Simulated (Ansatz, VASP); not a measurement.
## Two plane-wave programs on SiC

```
Si C
1.0
     3.07756    0.00000    0.00000
    -1.53878    2.66524    0.00000
     0.00000    0.00000   10.07677
Si C
4 4
Direct
  0.66204 0.32995 0.93784
  0.32871 0.66328 0.43784
  0.99548 0.99669 0.68789
  0.99548 0.99669 0.18789
  0.67718 0.34103 0.74980
  0.34384 0.67436 0.24980
  0.01087 0.00796 0.50046
  0.01087 0.00796 0.00046
```

Change from the starting cell: mode 20 (800.9 1/cm) frozen in, largest displacement +0.030 Å.

Alike in both runs: task single point; functional r2SCAN; k mesh 12 × 12 × 4; occupations gaussian, width 0.05 eV; no spin polarisation.

```csv
,VASP,Ansatz
version,VASP 6.6.1,Ansatz 0.2.0
potentials or method,"VASP PAW PBE potentials, release 64 (Si, C), cutoff 660 eV","scalar-relativistic, plane waves, PAW"
valence electrons in the cell,32,32
```

```csv
,VASP,Ansatz,Ansatz less VASP
gap on the k mesh at the Fermi level (eV),2.49,2.48,-0.013
least direct gap on the mesh (eV),3.74,3.73,-0.015
pressure (GPa),-0.2,0.2,+0.42
"traceless stress, the component that is largest in VASP (GPa)",-1.15,-1.16,-0.011
rms of the force components (eV/Å),0.483,0.484,+0.0014
```

VASP's potentials were made for PBE, not for r2SCAN. Atom by atom the forces differ by 0.002 eV/Å (rms over components).
